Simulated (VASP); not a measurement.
Write the native input for VASP 6.6.1 that does the following.

```yaml
Task: electric field gradients
Functional: r2SCAN
Potentials_or_basis: VASP PAW PBE potentials, release 64 (Li_sv)
Cutoff: 520 eV
k_mesh: 9 × 9 × 9
Occupations: fermi-dirac, width 0.05 eV
Spin: no spin polarisation
Dipole_correction: no
Further_INCAR_settings: ALGO = Normal; EDIFF = 1e-08; NBANDS = 10
```

Crystal: Li.

```
Li
1.0
     0.00000    2.93330    2.93330
     2.93330    0.00000    2.93330
     2.93330    2.93330    0.00000
Li
2
Direct
  0.87500 0.87500 0.87500
  0.12500 0.12500 0.12500
```

One way to write it, as run:

POSCAR

```
Li
1.0
    0.0000000000      2.9332963867      2.9332963867
    2.9332963867      0.0000000000      2.9332963867
    2.9332963867      2.9332963867      0.0000000000
Li
2
Direct
   -0.1250000000     -0.1250000000     -0.1250000000
    0.1250000000      0.1250000000      0.1250000000
```

INCAR.step1

```
SYSTEM = Li
ALGO = Normal ; EDIFF = 1E-4
ENCUT = 520 ; GGA = PE
ISMEAR = -1 ; LASPH = .True.
LCHARG = .False. ; LREAL = .False.
LWAVE = .True. ; NBANDS = 10
NELM = 80 ; PREC = Accurate
SIGMA = 0.05
```

INCAR.step2

```
SYSTEM = Li
ALGO = Normal ; EDIFF = 1E-8
ENCUT = 520 ; ISIF = 2
ISMEAR = -1 ; ISTART = 1
LASPH = .True. ; LCHARG = .False.
LEFG = .True. ; LMIXTAU = .True.
LREAL = .False. ; LWAVE = .False.
METAGGA = R2SCAN ; NBANDS = 10
NELM = 80 ; PREC = Accurate
SIGMA = 0.05
```

KPOINTS

```
k-points
0
Gamma
  9 9 9
  0 0 0
```

Potentials or basis: VASP PAW PBE potentials, release 64 (Li_sv).

The run is started by

```bash
$ cat potpaw_PBE.64/Li_sv/POTCAR > POTCAR
$ cp INCAR.step1 INCAR
$ mpirun -np 1 vasp_std > vasp.out
$ cp INCAR.step2 INCAR
$ mpirun -np 1 vasp_std > vasp.out
```

It gave:

| Property | Result |
| --- | --- |
| Band gap on the k mesh | zero (band 3 reaches 0.57 eV, above the bottom of band 4 at 0.19 eV) |

Caveat: without QUAD_EFG the Cq values of the log hold for a quadrupole moment of 1 mb, not for the nuclei.

It took 2.3 min on 1 thread of AMD EPYC 7R43 64-Core Processor (Zen 3) (shared host), peak memory 0.13 GiB.
